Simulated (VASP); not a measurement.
# Sr (Pm-3m) in VASP: further runs

The runs below take Sr through single point, with PBE.

All numbers are computed with VASP 6.6.1; they aren't measurements. Logs are shortened: lines on timing, memory, paths and dates and some standing lists are left out, and cuts for length are marked.

### Step 1. The cell of the first run

The structure is cubic, space group Pm-3m (No. 221). The conventional cell has a = 3.385 Å, b = 3.385 Å, c = 3.385 Å, α = 90.00°, β = 90.00°, γ = 90.00°. Sr (site symmetry m-3m) has 6 Sr at 3.38 Å within 4.5 Å.

### Step 2. Single point, PBE (volume scaled by 0.68, source ansatz)

INCAR reads:

```
SYSTEM = Sr
PREC = Accurate
ENCUT = 520
EDIFF = 1E-6
ISMEAR = -1
SIGMA = 0.05
LREAL = .False.
LASPH = .True.
NELM = 100
ALGO = Normal
ISIF = 2
LWAVE = .False.
LCHARG = .False.
GGA = PE
NBANDS = 11
```

KPOINTS reads:

```
Automatic mesh
0
Gamma
  10 10 10
  0 0 0
```

POSCAR reads:

```
Sr
1.0
    3.3847803144      0.0000000000      0.0000000000
    0.0000000000      3.3847803144      0.0000000000
    0.0000000000      0.0000000000      3.3847803144
Sr
1
Direct
    0.0000000000      0.0000000000      0.0000000000
```

Potentials or basis: VASP PAW PBE potentials, release 64 (Sr_sv).

Command:

```sh
> cat potpaw_PBE.64/Sr_sv/POTCAR > POTCAR
> mpirun -np 1 vasp_std > vasp.out
```

OUTCAR:

```text
SYSTEM = Sr
   PREC = Accurate
   ENCUT = 520
   EDIFF = 1E-6
   ISMEAR = -1
   LREAL = .False.
   LASPH = .True.
   NELM = 100
   ISIF = 2
   GGA = PE

 ion  position               nearest neighbor table
   1  0.000  0.000  0.000-

  LATTYP: Found a simple cubic cell.
 ALAT       =     3.3847803144

  Lattice vectors:

 A1 = (   3.3847803144,   0.0000000000,   0.0000000000)
 A2 = (   0.0000000000,   3.3847803144,   0.0000000000)
 A3 = (   0.0000000000,   0.0000000000,   3.3847803144)

Analysis of symmetry for initial positions (statically):
=====================================================================
 Subroutine PRICEL returns:
 Original cell was already a primitive cell.

 Routine SETGRP: Setting up the symmetry group for a
 simple cubic supercell.

 Subroutine GETGRP returns: Found 48 space group operations
 (whereof 48 operations were pure point group operations)
 out of a pool of 48 trial point group operations.

The static configuration has the point symmetry O_h .

Analysis of symmetry for dynamics (positions and initial velocities):
=====================================================================
 Subroutine PRICEL returns:
 Original cell was already a primitive cell.

 Routine SETGRP: Setting up the symmetry group for a
 simple cubic supercell.

 Subroutine GETGRP returns: Found 48 space group operations
 (whereof 48 operations were pure point group operations)
 out of a pool of 48 trial point group operations.

The dynamic configuration has the point symmetry O_h .

 Subroutine INISYM returns: Found 48 space group operations
 (whereof 48 operations are pure point group operations),
 and found     1 'primitive' translations

----------------------------------------------------------------------------------------

                                     Primitive cell

  volume of cell :      38.7785

  direct lattice vectors                    reciprocal lattice vectors
     3.384780314  0.000000000  0.000000000     0.295440149  0.000000000  0.000000000
     0.000000000  3.384780314  0.000000000     0.000000000  0.295440149  0.000000000
     0.000000000  0.000000000  3.384780314     0.000000000  0.000000000  0.295440149

  length of vectors
     3.384780314  3.384780314  3.384780314     0.295440149  0.295440149  0.295440149

  position of ions in fractional coordinates (direct lattice)
     0.000000000  0.000000000  0.000000000

  ion indices of the primitive-cell ions
   primitive index   ion index
                 1           1

----------------------------------------------------------------------------------------

 KPOINTS: Automatic mesh

Automatic generation of k-mesh.
 Grid dimensions read from file:
 generate k-points for:   10   10   10

 Generating k-lattice:

  Cartesian coordinates                     Fractional coordinates (reciprocal lattice)
     0.029544015  0.000000000  0.000000000     0.100000000  0.000000000  0.000000000
     0.000000000  0.029544015  0.000000000     0.000000000  0.100000000  0.000000000
     0.000000000  0.000000000  0.029544015     0.000000000  0.000000000  0.100000000

  Length of vectors
     0.029544015  0.029544015  0.029544015

  Shift w.r.t. Gamma in fractional coordinates (k-lattice)
     0.000000000  0.000000000  0.000000000

 Subroutine IBZKPT returns following result:
 ===========================================

 Found     56 irreducible k-points:

 Following reciprocal coordinates:
            Coordinates               Weight
  0.000000  0.000000  0.000000      1.000000
  0.100000  0.000000  0.000000      6.000000
  0.200000  0.000000  0.000000      6.000000
  0.300000  0.000000  0.000000      6.000000
  0.400000  0.000000  0.000000      6.000000
  0.500000  0.000000  0.000000      3.000000
[... 16 lines left out ...]
  0.200000  0.100000  0.100000     24.000000
  0.300000  0.100000  0.100000     24.000000
 [... further k-points ...]
   k-points           NKPTS =     56   k-points in BZ     NKDIM =     56   number of bands    NBANDS=     11
   number of dos      NEDOS =    301   number of ions     NIONS =      1
   total plane-waves  NPLWV =  21952
   dimension x,y,z NGX =    28 NGY =   28 NGZ =   28
   dimension x,y,z NGXF=    56 NGYF=   56 NGZF=   56
   ions per type =               1
   NGX,Y,Z   is equivalent  to a cutoff of  13.75, 13.75, 13.75 a.u.
   NGXF,Y,Z  is equivalent  to a cutoff of  27.50, 27.50, 27.50 a.u.
 SYSTEM =  Sr
   PREC   = accura    normal or accurate (medium, high low for compatibility)
   ISTART =      0    job   : 0-new  1-cont  2-samecut
   ICHARG =      2    charge: 1-file 2-atom 10-const
   ISPIN  =      1    spin polarized calculation?
   LNONCOLLINEAR =      F non collinear calculations
   LSORBIT =      F    spin-orbit coupling
   LASPH  =      T    aspherical Exc in radial PAW
   ENCUT  =  520.0 eV  38.22 Ry    6.18 a.u.   6.29  6.29  6.29*2*pi/ulx,y,z
   NELM   =    100;   NELMIN=  2; NELMDL= -5     # of ELM steps
   EDIFF  = 0.1E-05   stopping-criterion for ELM
   LREAL  =      F    real-space projection
   EDIFFG = 0.1E-04   stopping-criterion for IOM
   NSW    =      0    number of steps for IOM
   IBRION =     -1    ionic relax: 0-MD 1-quasi-New 2-CG
   NFREE  =      0    steps in history (QN), initial steepest desc. (CG)
   ISIF   =      2    stress and relaxation
   ISYM   =      2    0-nonsym 1-usesym 2-fastsym
   POTIM  = 0.5000    time-step for ionic-motion
   TEBEG  =    0.0;   TEEND  =   0.0 temperature during run
   PSTRESS=    0.0 pullay stress
   NELECT =      10.0000    total number of electrons
   NUPDOWN=      -1.0000    fix difference up-down
   EMIN   =  10.00;   EMAX   =-10.00  energy-range for DOS
   EFERMI =   0.00;   METHOD = LEGACY
   ISMEAR =    -1;   SIGMA  =   0.05  broadening in eV -4-tet -1-fermi 0-gaus
   EFERMI_NEDOS =   21; number of points for ismear=-14 and -15
   IALGO  =     38    algorithm
   IMIX   =      4    mixing-type and parameters
     AMIX     =   0.40;   BMIX     =  1.00
     AMIX_MAG =   1.60;   BMIX_MAG =  1.00
  volume/ion in A,a.u.               =      38.78       261.69
  Fermi-wavevector in a.u.,A,eV,Ry     =   1.042024  1.969140 14.773394  1.085814
  Thomas-Fermi vector in A             =   2.176671
   LORBIT       =      0    0 simple, 1 ext, 2 COOP (PROOUT), +10 PAW based schemes
   GGA     = PE    functional components
   LHFCALC =     F    Hartree Fock is set to
   AEXX    =    0.0000 exact exchange contribution
   IVDW    =     0    specifies the selected vdW correction
   LEPSILON=     F    determine dielectric tensor
   LRPA    =     F    only Hartree local field effects (RPA)
 non-spin polarized calculation
  energy-cutoff  :      520.00
  volume of cell :       38.78
 maximum number of plane-waves:      1064
 NGX is ok and might be reduce to    28
   NGX = 13   NGY = 13   NGZ = 13

 number of electron      10.0000000 magnetization

 Free energy of the ion-electron system (eV)
  ---------------------------------------------------
  ext. energy  EPLUGINS =         0.00000000
  ---------------------------------------------------
  free energy    TOTEN  =        -1.02685529 eV

  energy without entropy =       -1.02315958  energy(sigma->0) =       -1.02500743

 E-fermi :   2.7322     XC(G=0):  -8.4826

 val. band max:        2.7192050137   @ k =   0.5000   0.4000   0.4000
 cond. band min:       2.7420541324   @ k =   0.5000   0.5000   0.4000
 fundamental gap:      0.0228491187
 Fermi energy:         2.7321910262

 k-point     1 :       0.0000    0.0000    0.0000
  band No.  band energies     occupation
      1     -33.6139      2.00000
      2     -15.2228      2.00000
      3     -15.2228      2.00000
      4     -15.2228      2.00000
      5      -1.0009      2.00000
      6       3.2856      0.00003
      7       3.2856      0.00003
      8       9.4359      0.00000
      9       9.4359      0.00000
     10       9.4359      0.00000
     11      12.7000      0.00000

 k-point     2 :       0.1000    0.0000    0.0000
  band No.  band energies     occupation
      1     -33.6059      2.00000
      2     -15.3135      2.00000
      3     -15.2151      2.00000
      4     -15.2151      2.00000
      5      -0.8096      2.00000
      6       3.3519      0.00001
      7       3.4452      0.00000
      8       8.9486      0.00000
      9       8.9486      0.00000
     10       9.4646      0.00000
     11      11.8835      0.00000

 k-point     3 :       0.2000    0.0000    0.0000
  band No.  band energies     occupation
      1     -33.5850      2.00000
      2     -15.5429      2.00000
      3     -15.1948      2.00000
      4     -15.1948      2.00000
      5      -0.2864      2.00000
      6       3.5355      0.00000
      7       3.8051      0.00000
      8       8.0585      0.00000
      9       8.0585      0.00000
     10       9.5412      0.00000
     11      10.7154      0.00000

 k-point     4 :       0.3000    0.0000    0.0000
  band No.  band energies     occupation
      1     -33.5589      2.00000
      2     -15.8123      2.00000
      3     -15.1696      2.00000
      4     -15.1696      2.00000
      5       0.4573      2.00000
      6       3.7864      0.00000
      7       3.9662      0.00000
      8       7.2717      0.00000
      9       7.2717      0.00000
     10       9.6390      0.00000
     11      10.2948      0.00000
[... 239 lines left out ...]
 k-point    22 :       0.1000    0.1000    0.1000
  band No.  band energies     occupation
      1     -33.5901      2.00000
      2     -15.3096      2.00000
      3     -15.2905      2.00000
      4     -15.2905      2.00000
      5      -0.4341      2.00000
      6       3.6300      0.00000
      7       3.6300      0.00000
      8       8.1892      0.00000
      9       8.6265      0.00000
     10       8.6265      0.00000
     11      12.7681      0.00000

 k-point    23 :       0.2000    0.1000    0.1000
  band No.  band energies     occupation
      1     -33.5693      2.00000
      2     -15.5242      2.00000
      3     -15.2803      2.00000
      4     -15.2691      2.00000
      5       0.0728      2.00000
      6       3.8111      0.00000
      7       4.0040      0.00000
      8       7.4347      0.00000
      9       7.6617      0.00000
     10       8.6801      0.00000
     11      11.7348      0.00000

 k-point    24 :       0.3000    0.1000    0.1000
  band No.  band energies     occupation
      1     -33.5434      2.00000
      2     -15.7901      2.00000
      3     -15.2533      2.00000
      4     -15.2425      2.00000
      5       0.7902      2.00000
      6       4.0688      0.00000
      7       4.0771      0.00000
      8       6.7930      0.00000
      9       7.0545      0.00000
     10       8.8216      0.00000
     11      11.0148      0.00000

 [... further k-points ...]
[... 5 lines left out ...]
  --------------------------------------------------------------------------------------
  -------------------------------------------------------------------------------------
  Total        1.3065737      1.3065737      1.3065737      0.0000000      0.0000000     -0.0000000
  in kB       53.9825055     53.9825055     53.9825055      0.0000000      0.0000000     -0.0000000
  external PRESSURE =      53.9825055 kB  Pullay stress =       0.0000000 kB

 VOLUME and BASIS-vectors are now :
 -----------------------------------------------------------------------------
  energy-cutoff  :      520.00
  volume of cell :       38.78
      direct lattice vectors                 reciprocal lattice vectors
     3.384780314  0.000000000  0.000000000     0.295440149  0.000000000  0.000000000
     0.000000000  3.384780314  0.000000000     0.000000000  0.295440149  0.000000000
     0.000000000  0.000000000  3.384780314     0.000000000  0.000000000  0.295440149

 POSITION                                       TOTAL-FORCE (eV/Angst)
 -----------------------------------------------------------------------------------
      0.00000      0.00000      0.00000         0.000000      0.000000      0.000000
 -----------------------------------------------------------------------------------
    total drift:                               -0.000000      0.000000     -0.000000

  FREE ENERGIE OF THE ION-ELECTRON SYSTEM (eV)
  ---------------------------------------------------
  free  energy   TOTEN  =        -1.0268552867 eV

  energy  without entropy=       -1.0231595821  energy(sigma->0) =       -1.02500743
```

It took 18 s on 1 thread of AMD EPYC 7R43 (Zen 3), shared host; peak memory 0.13 GiB.

Results:

* Free energy: -1.0269 eV
* Pressure: 5.4 GPa
* Band gap on the k mesh: zero (band 5 reaches 2.94 eV, above the bottom of band 6 at 2.61 eV)

Levels at points of the mesh, in eV from the Fermi level:
```tsv
k point	band 3	band 4	band 5	band 6	band 7	band 8
(0.00, 0.00, 0.00)	-17.95	-17.95	-3.73	0.55	0.55	6.70
(0.50, 0.00, 0.00)	-17.87	-17.87	-0.92	0.43	1.38	3.85
(0.50, 0.50, 0.00)	-18.69	-17.80	-1.21	1.29	3.94	3.94
(0.50, 0.50, 0.50)	-18.57	-18.57	0.21	0.21	0.21	5.07
```

### Step 3. Single point, PBE (volume scaled by 0.78)

INCAR reads:

```
PREC = Accurate
ENCUT = 520
EDIFF = 1E-6
ISMEAR = -1
SIGMA = 0.05
LREAL = F
LASPH = T
NELM = 60
ALGO = Normal
ISIF = 2
LWAVE = F
LCHARG = F
GGA = PE
NBANDS = 11
```

KPOINTS reads:

```
Automatic mesh
0
Gamma
  10 10 10
```

POSCAR reads:

```
Sr
1.0
    3.5431732066      0.0000000000      0.0000000000
    0.0000000000      3.5431732066      0.0000000000
    0.0000000000      0.0000000000      3.5431732066
Sr
1
Direct
    0.0000000000      0.0000000000      0.0000000000
```

Potentials or basis: VASP PAW PBE potentials, release 64 (Sr_sv).

Command:

```sh
> cat potpaw_PBE.64/Sr_sv/POTCAR > POTCAR
> mpirun -np 1 vasp_std > vasp.out
```

It took 20 s on 1 thread of AMD EPYC 7R43 (Zen 3), shared host; peak memory 0.13 GiB.

The run converged. Its results:

```
Free energy            : -1.1688 eV
Pressure               : 2.8 GPa
Band gap on the k mesh : zero (band 5 reaches 2.54 eV, above the bottom of band 6 at 1.98 eV)
```

Levels at points of the mesh, in eV from the Fermi level:
```csv
k point,band 3,band 4,band 5,band 6,band 7,band 8
"(0.00, 0.00, 0.00)",-18.16,-18.16,-3.59,0.69,0.69,6.07
"(0.50, 0.00, 0.00)",-18.11,-18.11,-1.00,0.20,1.42,3.62
"(0.50, 0.50, 0.00)",-18.67,-18.06,-0.85,1.13,3.31,3.31
"(0.50, 0.50, 0.50)",-18.59,-18.59,0.41,0.41,0.41,4.92
```

(Part 1 of 2 ends here.)
